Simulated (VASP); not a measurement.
# AlSi48H25C3 in VASP: further runs

AlSi48H25C3 is run at these levels: PBE+D3(BJ), LDA, PBEsol; tasks: single point.

Program: VASP 6.6.1. These are calculated values, not measurements. Logs are shortened: lines on timing, memory, paths and dates and some standing lists are left out, and cuts for length are marked.

## Step 1: The cell of the first run

The cell holds a slab with vacuum, 77 atoms: a = 10.862 Å, b = 10.862 Å, c = 23.428 Å, α = 90.00°, β = 90.00°, γ = 90.00°.

## Step 2: Single point, PBE+D3(BJ)

Input file INCAR:

```
SYSTEM = AlSi48H25C3
PREC = Accurate
ENCUT = 520
EDIFF = 1E-6
ISMEAR = 0
SIGMA = 0.03
LREAL = Auto
LASPH = .True.
NELM = 120
ALGO = Normal
ISIF = 2
LWAVE = .False.
LCHARG = .False.
LDIPOL = .True.
IDIPOL = 3
DIPOL = 0.5 0.5 0.294
GGA = PE
IVDW = 12
NBANDS = 160
GGA_COMPAT = .False.
NELMDL = -8
```

Input file KPOINTS:

```
Automatic mesh
0
Gamma
  1 1 1
  0 0 0
```

Input file POSCAR:

```
AlSi48H25C3
1.0
    7.6805938572      7.6805938572      0.0000000000
   -7.6805938572      7.6805938572      0.0000000000
    0.0000000000      0.0000000000     23.4276500000
Si H Al C
48 25 1 3
Direct
    0.6876882400      0.3124106700      0.4093922600
    0.8147085100      0.6825722400      0.4091442000
    0.0509916700      0.9493738800      0.4303904900
    0.3180411900      0.1856278500      0.4097449600
    0.9636702000      0.5407307000      0.4374772000
    0.2065730800      0.7914507400      0.4287294400
    0.4602290800      0.0366424100      0.4382782300
    0.5419881000      0.4586385000      0.4391316600
    0.8762246000      0.3888135900      0.3771696900
    0.8860776400      0.8715036500      0.3755223700
    0.1291681000      0.1144415500      0.3757719400
    0.3887652700      0.3761215200      0.3779145400
    0.1149795500      0.6305004500      0.3765942400
    0.3694861100      0.8850328300      0.3777165000
    0.6109251800      0.1239047800      0.3771518600
    0.6242062300      0.6114758400      0.3776662300
    0.0000823900      0.2504678200      0.3239611200
    0.0031719500      0.7486974100      0.3117545500
    0.2514217500     -0.0036768600      0.3122887600
    0.4993858300      0.2501459700      0.3124713300
    0.2495836700      0.5004612900      0.3249815400
    0.4990717200      0.7506191000      0.3252568000
    0.7494606200      0.0002372400      0.3239573900
    0.7501239500      0.5004589000      0.3123826200
    0.8735310200      0.1265633200      0.2644813000
    0.8763438800      0.6244078300      0.2566329600
    0.1244790900      0.8757372500      0.2556599000
    0.3755387100      0.1232911900      0.2569257400
    0.1269853100      0.3737234000      0.2645618600
    0.3737601000      0.6262987900      0.2650304300
    0.6260124400      0.8731369300      0.2647076300
    0.6232166100      0.3767530100      0.2565553000
    0.7509799200      0.2490431500      0.2025821800
    0.7485719600      0.7513509000      0.2025092200
   -0.0036309100      0.0037169000      0.2025166600
    0.2487798000      0.2510396500      0.2025462500
    0.0035335100      0.4967519100      0.2027662300
    0.2520374100      0.7479959900      0.2022368300
    0.5031909600     -0.0034606900      0.2028195900
    0.4960578400      0.5040254400      0.2026631000
    0.8750000000      0.3750000000      0.1455075500
    0.8750000000      0.8750000000      0.1455075500
    0.1250000000      0.1250000000      0.1455075500
    0.3750000000      0.3750000000      0.1455075500
    0.1250000000      0.6250000000      0.1455075500
    0.3750000000      0.8750000000      0.1455075500
    0.6250000000      0.1250000000      0.1455075500
    0.6250000000      0.6250000000      0.1455075500
    0.9516281900      0.2983718100      0.1067115100
    0.7983718100      0.4516281900      0.1067115100
    0.9516281900      0.7983718100      0.1067115100
    0.7983718100      0.9516281900      0.1067115100
    0.2016281900      0.0483718100      0.1067115100
    0.0483718100      0.2016281900      0.1067115100
    0.4516281900      0.2983718100      0.1067115100
    0.2983718100      0.4516281900      0.1067115100
    0.2016281900      0.5483718100      0.1067115100
    0.0483718100      0.7016281900      0.1067115100
    0.4516281900      0.7983718100      0.1067115100
    0.2983718100      0.9516281900      0.1067115100
    0.7016281900      0.0483718100      0.1067115100
    0.5483718100      0.2016281900      0.1067115100
    0.7016281900      0.5483718100      0.1067115100
    0.5483718100      0.7016281900      0.1067115100
    0.1921351200      0.4987597900      0.5175855200
    0.3545262000      0.5091643900      0.5233493900
    0.2621247800      0.5239685500      0.5856102400
    0.3537750400      0.8157532100      0.6186355500
    0.2132204900      0.8892265800      0.6007139400
    0.3490974900      0.9288777500      0.5633461000
   -0.0388656700      0.9220039400      0.5278532000
    0.0799763000      0.0354205000      0.5283618800
    0.9311345600      0.0727526900      0.5012731300
    0.2613469200      0.7245473500      0.5258515000
    0.2670769200      0.5467795700      0.5399581200
    0.2990776100      0.8513989800      0.5827817000
    0.0008947500      0.9998329400      0.5042720300
```

Potentials or basis: VASP PAW PBE potentials, release 64 (Si, H, Al, C).

The run is started by

```console
$ cat potpaw_PBE.64/Si/POTCAR potpaw_PBE.64/H/POTCAR potpaw_PBE.64/Al/POTCAR potpaw_PBE.64/C/POTCAR > POTCAR
$ mpirun -np 1 vasp_gam > vasp.out
```

OUTCAR:

```text
SYSTEM = AlSi48H25C3
   PREC = Accurate
   ENCUT = 520
   EDIFF = 1E-6
   ISMEAR = 0
   LREAL = Auto
   LASPH = .True.
   NELM = 120
   ISIF = 2
   GGA = PE
   IVDW = 12
   NELMDL = -8
 IVDW          = 12

 ion  position               nearest neighbor table
   1  0.688  0.312  0.409-   9 2.34  15 2.34   8 2.35  20 3.13  24 3.13
   2  0.815  0.683  0.409-  16 2.33   5 2.33  10 2.33  24 3.09  18 3.15
   3  0.051  0.949  0.430-  77 1.90  11 2.36  10 2.36   6 2.41
   4  0.318  0.186  0.410-  12 2.33  11 2.33   7 2.33  20 3.09
   5  0.964  0.541  0.437-   2 2.33   9 2.37  13 2.38
   6  0.207  0.791  0.429-  13 2.35  14 2.36   3 2.41  74 2.46
   7  0.460  0.037  0.438-   4 2.33  15 2.37  14 2.39
   8  0.542  0.459  0.439-   1 2.35  16 2.37  12 2.37
   9  0.876  0.389  0.377-   1 2.34   5 2.37  17 2.37  24 2.38
  10  0.886  0.872  0.376-   2 2.33   3 2.36  23 2.37  18 2.37
  11  0.129  0.114  0.376-   4 2.33   3 2.36  19 2.37  17 2.37
  12  0.389  0.376  0.378-   4 2.33   8 2.37  21 2.38  20 2.38
  13  0.115  0.631  0.377-  18 2.33   6 2.35  21 2.37   5 2.38
  14  0.369  0.885  0.378-  19 2.34   6 2.36  22 2.37   7 2.39
  15  0.611  0.124  0.377-   1 2.34  23 2.37   7 2.37  20 2.38
  16  0.624  0.611  0.378-   2 2.33   8 2.37  22 2.37  24 2.38
  17  0.000  0.250  0.324-   9 2.37  11 2.37  29 2.37  25 2.38
  18  0.003  0.749  0.312-  27 2.32  26 2.32  13 2.33  10 2.37   2 3.15
  19  0.251  0.996  0.312-  27 2.32  28 2.32  14 2.34  11 2.37
  20  0.499  0.250  0.312-  28 2.32  32 2.33  15 2.38  12 2.38   4 3.09   1 3.13
  21  0.250  0.500  0.325-  13 2.37  12 2.38  30 2.38  29 2.38
  22  0.499  0.751  0.325-  14 2.37  16 2.37  30 2.38  31 2.38
  23  0.749  0.000  0.324-  10 2.37  15 2.37  31 2.37  25 2.37
  24  0.750  0.500  0.312-  26 2.32  32 2.33   9 2.38  16 2.38   2 3.09   1 3.13
  25  0.874  0.127  0.264-  23 2.37  17 2.38  33 2.38  35 2.38
  26  0.876  0.624  0.257-  18 2.32  24 2.32  37 2.33  34 2.33
  27  0.124  0.876  0.256-  18 2.32  19 2.32  38 2.33  35 2.33
  28  0.376  0.123  0.257-  20 2.32  19 2.32  39 2.33  36 2.33
  29  0.127  0.374  0.265-  17 2.37  36 2.37  21 2.38  37 2.38
  30  0.374  0.626  0.265-  38 2.38  21 2.38  40 2.38  22 2.38
[... 41 lines left out ...]
  72  0.080  0.035  0.528-  77 1.10
  73  0.931  0.073  0.501-  77 1.10
  74  0.261  0.725  0.526-  75 1.96  76 1.96   6 2.46
  75  0.267  0.547  0.540-  67 1.10  65 1.10  66 1.10  74 1.96
  76  0.299  0.851  0.583-  68 1.10  70 1.10  69 1.10  74 1.96
  77  0.001  1.000  0.504-  72 1.10  71 1.10  73 1.10   3 1.90

  LATTYP: Found a simple tetragonal cell.
 ALAT       =    10.8619999999
 C/A-ratio  =     2.1568449641

  Lattice vectors:

 A1 = (   7.6805938572,   7.6805938572,   0.0000000000)
 A2 = (  -7.6805938572,   7.6805938572,   0.0000000000)
 A3 = (   0.0000000000,   0.0000000000,  23.4276500000)

Analysis of symmetry for initial positions (statically):
=====================================================================
 Subroutine PRICEL returns:
 Original cell was already a primitive cell.

 Routine SETGRP: Setting up the symmetry group for a
 simple tetragonal supercell.

 Subroutine GETGRP returns: Found  1 space group operations
 (whereof  1 operations were pure point group operations)
 out of a pool of 16 trial point group operations.

The static configuration has the point symmetry C_1 .

Analysis of symmetry for dynamics (positions and initial velocities):
=====================================================================
 Subroutine PRICEL returns:
 Original cell was already a primitive cell.

 Routine SETGRP: Setting up the symmetry group for a
 simple tetragonal supercell.

 Subroutine GETGRP returns: Found  1 space group operations
 (whereof  1 operations were pure point group operations)
[... 204 lines left out ...]

 Found      1 irreducible k-points:

 Following reciprocal coordinates:
            Coordinates               Weight
  0.000000  0.000000  0.000000      1.000000
   k-points           NKPTS =      1   k-points in BZ     NKDIM =      1   number of bands    NBANDS=    160
   number of dos      NEDOS =    301   number of ions     NIONS =     77
   total plane-waves  NPLWV = ******
   dimension x,y,z NGX =    84 NGY =   84 NGZ =  180
   dimension x,y,z NGXF=   168 NGYF=  168 NGZF=  360
   ions per type =              48  25   1   3
   NGX,Y,Z   is equivalent  to a cutoff of  12.86, 12.86, 12.77 a.u.
   NGXF,Y,Z  is equivalent  to a cutoff of  25.71, 25.71, 25.55 a.u.
 SYSTEM =  AlSi48H25C3
   PREC   = accura    normal or accurate (medium, high low for compatibility)
   ISTART =      0    job   : 0-new  1-cont  2-samecut
   ICHARG =      2    charge: 1-file 2-atom 10-const
   ISPIN  =      1    spin polarized calculation?
   LNONCOLLINEAR =      F non collinear calculations
   LSORBIT =      F    spin-orbit coupling
   LASPH  =      T    aspherical Exc in radial PAW
   ENCUT  =  520.0 eV  38.22 Ry    6.18 a.u.  20.20 20.20 43.56*2*pi/ulx,y,z
   NELM   =    120;   NELMIN=  2; NELMDL= -8     # of ELM steps
   EDIFF  = 0.1E-05   stopping-criterion for ELM
   LREAL  =      T    real-space projection
   EDIFFG = 0.1E-04   stopping-criterion for IOM
   NSW    =      0    number of steps for IOM
   IBRION =     -1    ionic relax: 0-MD 1-quasi-New 2-CG
   NFREE  =      0    steps in history (QN), initial steepest desc. (CG)
   ISIF   =      2    stress and relaxation
   ISYM   =      2    0-nonsym 1-usesym 2-fastsym
   POTIM  = 0.5000    time-step for ionic-motion
   TEBEG  =    0.0;   TEEND  =   0.0 temperature during run
   PSTRESS=    0.0 pullay stress
   NELECT =     232.0000    total number of electrons
   NUPDOWN=      -1.0000    fix difference up-down
   EMIN   =  10.00;   EMAX   =-10.00  energy-range for DOS
   EFERMI =   0.00;   METHOD = LEGACY
   ISMEAR =     0;   SIGMA  =   0.03  broadening in eV -4-tet -1-fermi 0-gaus
   EFERMI_NEDOS =   21; number of points for ismear=-14 and -15
   IALGO  =     38    algorithm
   IMIX   =      4    mixing-type and parameters
     AMIX     =   0.40;   BMIX     =  1.00
     AMIX_MAG =   1.60;   BMIX_MAG =  1.00
  volume/ion in A,a.u.               =      35.90       242.24
  Fermi-wavevector in a.u.,A,eV,Ry     =   0.716784  1.354525  6.990384  0.513779
  Thomas-Fermi vector in A             =   1.805294
   LORBIT       =      0    0 simple, 1 ext, 2 COOP (PROOUT), +10 PAW based schemes
   GGA     = PE    functional components
   LHFCALC =     F    Hartree Fock is set to
   AEXX    =    0.0000 exact exchange contribution
   IVDW    =    12    specifies the selected vdW correction
   LEPSILON=     F    determine dielectric tensor
   LRPA    =     F    only Hartree local field effects (RPA)
 non-spin polarized calculation
 Gauss-broadening in eV      SIGMA  =   0.03
  energy-cutoff  :      520.00
  volume of cell :     2764.07
 maximum number of plane-waves:     37192
 NGX is ok and might be reduce to    84
   NGX = 41   NGY = 41   NGZ = 87

 number of electron     231.9999996 magnetization

 dipolmoment           0.000000      0.000000     -0.093518 electrons x Angstroem

 Free energy of the ion-electron system (eV)
  ---------------------------------------------------
  ext. energy  EPLUGINS =         0.00000000
  ---------------------------------------------------
  free energy    TOTEN  =      -365.34279517 eV

  energy without entropy =     -365.34279517  energy(sigma->0) =     -365.34279517

 E-fermi :  -0.7349     XC(G=0):  -4.4421

 val. band max:       -0.9225757210   @ k =   0.0000   0.0000   0.0000
 cond. band min:      -0.4126296779   @ k =   0.0000   0.0000   0.0000
 fundamental gap:      0.5099460431
 Fermi energy:        -0.7348572266

 k-point     1 :       0.0000    0.0000    0.0000
  band No.  band energies     occupation
      1     -13.7194      2.00000
      2     -12.8706      2.00000
      3     -12.6294      2.00000
      4     -12.3634      2.00000
      5     -11.5359      2.00000
      6     -11.5331      2.00000
[... 120 lines left out ...]
    127       1.2667      0.00000
    128       1.2949      0.00000
 [bands above 128 left out]

------------------------ aborting loop because EDIFF is reached ----------------------------------------

 vacuum level on the upper side and lower side of the slab       (xc-potential included)        -0.173         0.005

 Edisp (eV)  -13.21758

 E8    (eV) :    -5.4539

  FORCE on cell =-STRESS in cart. coord.  units (eV):
  Direction    XX          YY          ZZ          XY          YZ          ZX
  --------------------------------------------------------------------------------------
  -------------------------------------------------------------------------------------
  Total      16.85548     6.20608    -1.28992     0.21739     0.01040    -0.04663
  in kB       9.77020     3.59732    -0.74770     0.12601     0.00603    -0.02703
  external pressure =        4.21 kB  Pullay stress =        0.00 kB

 VOLUME and BASIS-vectors are now :
 -----------------------------------------------------------------------------
  energy-cutoff  :      520.00
  volume of cell :     2764.07
      direct lattice vectors                 reciprocal lattice vectors
     7.680593857  7.680593857  0.000000000     0.065099133  0.065099133  0.000000000
    -7.680593857  7.680593857  0.000000000    -0.065099133  0.065099133  0.000000000
     0.000000000  0.000000000 23.427650000     0.000000000  0.000000000  0.042684606

 POSITION                                       TOTAL-FORCE (eV/Angst)
 -----------------------------------------------------------------------------------
      2.88235      7.68135      9.59110         0.002397      0.000985     -0.008068
      1.01489     11.50001      9.58529        -0.003544     -0.001895     -0.005604
     -6.90011      7.68340     10.08304         0.001807      0.000322     -0.012211
      1.01701      3.86848      9.59936        -0.005618      0.000424     -0.008100
      3.24843     11.55469     10.24906         0.004231      0.001269     -0.001882
     -4.49221      7.66542     10.04412         0.000894     -0.000084      0.002354
[... 69 lines left out ...]
     -4.24216      8.83634     13.65321         0.005939     -0.014106     -0.012912
     -7.67244      7.68618     11.81391         0.004270     -0.002590     -0.013652
 -----------------------------------------------------------------------------------
    total drift:                               -0.012989     -0.010832      0.018017

  FREE ENERGIE OF THE ION-ELECTRON SYSTEM (eV)
  ---------------------------------------------------
  free  energy   TOTEN  =      -378.5603707974 eV

  energy  without entropy=     -378.5603707974  energy(sigma->0) =     -378.56037080

 vacuum level on the upper side and lower side of the slab         3.719         3.898
```

It took 41 min on 1 thread of AMD EPYC 7R13, shared host; peak memory 2 GiB.

Results:

```
Free energy                : -378.5604 eV
Largest force              : 0.334 eV/Å
Dispersion energy per atom : -0.172 eV
```

Forces on the atoms (eV/Å):
```
Si   0.002  0.001 -0.008
Si  -0.004 -0.002 -0.006
Si   0.002  0.000 -0.012
Si  -0.006  0.000 -0.008
Si   0.004  0.001 -0.002
Si   0.001  0.000  0.002
Si   0.002 -0.001 -0.003
Si  -0.003  0.002 -0.004
Si  -0.002 -0.005 -0.001
Si   0.002 -0.001 -0.002
Si   0.002  0.000 -0.003
Si   0.002 -0.002  0.000
Si  -0.003 -0.001 -0.002
Si  -0.003  0.003 -0.003
Si  -0.002  0.005 -0.002
Si   0.003  0.003  0.000
Si   0.000  0.000  0.002
Si   0.004 -0.001  0.001
Si   0.002  0.000  0.001
Si  -0.001 -0.002 -0.002
Si  -0.003  0.000  0.000
Si  -0.002  0.000 -0.001
Si  -0.001  0.000  0.002
Si   0.001  0.001 -0.003
Si  -0.001  0.001  0.000
Si   0.001 -0.001  0.002
Si  -0.001  0.000  0.002
Si   0.000  0.000  0.001
Si   0.001  0.000 -0.001
Si   0.000  0.000 -0.001
Si   0.001  0.000 -0.001
Si   0.001  0.000  0.002
Si   0.001  0.000  0.000
Si   0.001  0.000  0.001
Si   0.001  0.000  0.000
Si   0.001  0.000  0.000
Si   0.000 -0.001  0.000
Si  -0.002  0.000  0.001
Si   0.000  0.001  0.000
Si   0.004  0.000 -0.001
Si   0.290  0.028 -0.037
Si  -0.321 -0.020 -0.076
Si  -0.316  0.020 -0.091
Si  -0.287 -0.003 -0.055
Si   0.321 -0.001 -0.092
Si   0.322  0.007 -0.090
Si   0.289 -0.027 -0.029
Si  -0.301 -0.002 -0.076
H   -0.278 -0.026 -0.007
H    0.255  0.022  0.085
H   -0.255  0.025  0.089
H    0.283 -0.022 -0.012
H   -0.255 -0.029  0.086
H    0.282  0.027 -0.012
H   -0.255  0.028  0.085
H    0.288 -0.031  0.001
H   -0.292  0.010 -0.018
H    0.259 -0.017  0.080
H   -0.291 -0.005 -0.017
H    0.258  0.017  0.081
H   -0.279  0.024 -0.006
H    0.255 -0.021  0.086
H   -0.255 -0.023  0.086
H    0.289  0.023 -0.005
H   -0.008 -0.022 -0.013
H    0.023  0.010 -0.012
H    0.003 -0.004  0.029
H    0.015  0.003  0.016
H   -0.023 -0.009  0.006
H   -0.004  0.019 -0.011
H    0.006 -0.019  0.010
H    0.007  0.019  0.011
H   -0.022  0.001 -0.003
Al  -0.003 -0.002 -0.011
C   -0.017  0.017 -0.002
C    0.006 -0.014 -0.013
C    0.004 -0.003 -0.014
```

Levels at points of the mesh, in eV from the Fermi level:
```
           k point  band 113  band 114  band 115  band 116  band 117  band 118  band 119  band 120
(0.00, 0.00, 0.00)     -0.50     -0.45     -0.33     -0.19      0.32      0.94      1.02      1.08
```

Caveat: the k points lie up to 0.58 Å⁻¹ apart.

(Continued in part 2 of 2.)
